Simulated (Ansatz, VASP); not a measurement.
## In: VASP beside Ansatz

File INCAR:

```
SYSTEM = In
ALGO = Normal
EDIFF = 1E-6
ENCUT = 520
GGA = PE
ISIF = 2
ISMEAR = 0
LASPH = .True.
LCHARG = .True.
LELF = .True.
LREAL = .False.
LVHAR = .True.
LWAVE = .False.
NBANDS = 12
NELM = 100
PREC = Accurate
SIGMA = 0.05
```

KPOINTS

```
k-points
0
Gamma
  8 8 8
  0 0 0
```

POSCAR

```
In
1.0
   -1.8800789214      1.8800789214      1.8800789214
    1.8800789214     -1.8800789214      1.8800789214
    1.8800789214      1.8800789214     -1.8800789214
In
1
Direct
    0.0000000000      0.0000000000      0.0000000000
```

Input for Ansatz:

```yaml
crystal:
  lattice:
    - [-1.8800789214, 1.8800789214, 1.8800789214]
    - [1.8800789214, -1.8800789214, 1.8800789214]
    - [1.8800789214, 1.8800789214, -1.8800789214]
  atoms:
    - { symbol: In, position: [0.0, 0.0, 0.0] }
basis:
  ecutwfc: 420
  ecutrho_ratio: 4
kpoints:
  mp_grid: { grid: [8, 8, 8] }
hamiltonian:
  xc: pbe
scf:
  occupations: { method: gaussian, width: 0.05 }
output:
  forces: true
  stress: true
  eigenvalues: true
```

Alike in both runs: task single point; functional PBE; k mesh 8 × 8 × 8; occupations gaussian, width 0.05 eV; no spin polarisation.

```csv
,VASP,Ansatz
version,VASP 6.6.1,Ansatz 0.2.0
potentials or method,"VASP PAW PBE potentials, release 64 (In_d), cutoff 520 eV","scalar-relativistic, plane waves, PAW"
valence electrons in the cell,13,13
```

VASP gave:

* gap on the k mesh at the Fermi level (eV): none
* pressure (GPa): 1.7

**Question.** What did Ansatz give for the same quantities?

**Answer.** gap on the k mesh at the Fermi level (eV): none; pressure (GPa): 1.8.

A gap of «none» marks a metal or a gap that the smearing closes.
